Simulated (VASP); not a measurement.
## TiBr: single point with PBE

TiBr:

```
CELL_PARAMETERS angstrom
3.26478 0.00000 0.00000
0.00000 3.26478 0.00000
0.00000 0.00000 3.26478
ATOMIC_POSITIONS crystal
Ti 0.00000 0.00000 0.00000
Br 0.50000 0.50000 0.50000
```

```yaml
Program: VASP 6.6.1
Task: single point
Functional: PBE
Potentials_or_basis: VASP PAW PBE potentials, release 64 (Ti_sv, Br)
Cutoff: 520 eV
k_mesh: 6 × 6 × 6
Occupations: gaussian, width 0.1 eV
Spin: no spin polarisation
Dipole_correction: no
Further_INCAR_settings: ALGO = Normal; EDIFF = 1e-06; NBANDS = 16
```

| Property | Result |
| --- | --- |
| Pressure | 0.5 GPa |

Levels at points of the mesh, in eV from the Fermi level:
| k point | band 6 | band 7 | band 8 | band 9 | band 10 | band 11 | band 12 | band 13 |
| --- | --- | --- | --- | --- | --- | --- | --- | --- |
| (0.00, 0.00, 0.00) | -4.87 | -4.87 | -4.87 | -2.18 | -2.18 | -0.05 | 0.99 | 0.99 |
| (0.50, 0.00, 0.00) | -9.56 | -5.02 | -5.02 | -1.25 | 1.21 | 1.41 | 1.99 | 1.99 |
| (0.50, 0.50, 0.00) | -8.11 | -8.11 | -3.83 | -2.39 | -0.11 | -0.11 | -0.10 | 1.85 |
| (0.50, 0.50, 0.50) | -8.14 | -8.14 | -8.14 | 1.35 | 1.35 | 1.35 | 1.91 | 1.91 |

Wall time 4 s on 1 thread of Intel(R) Xeon(R) 6975P-C (Granite Rapids), on a shared host, peak memory 0.14 GiB.

Caveat: an odd number of electrons without spin polarisation forces a metal; a magnetic or distorted state may lie lower; semilocal functionals often make such compounds metallic where correlation or magnetic order opens a gap, which also shifts bond lengths.
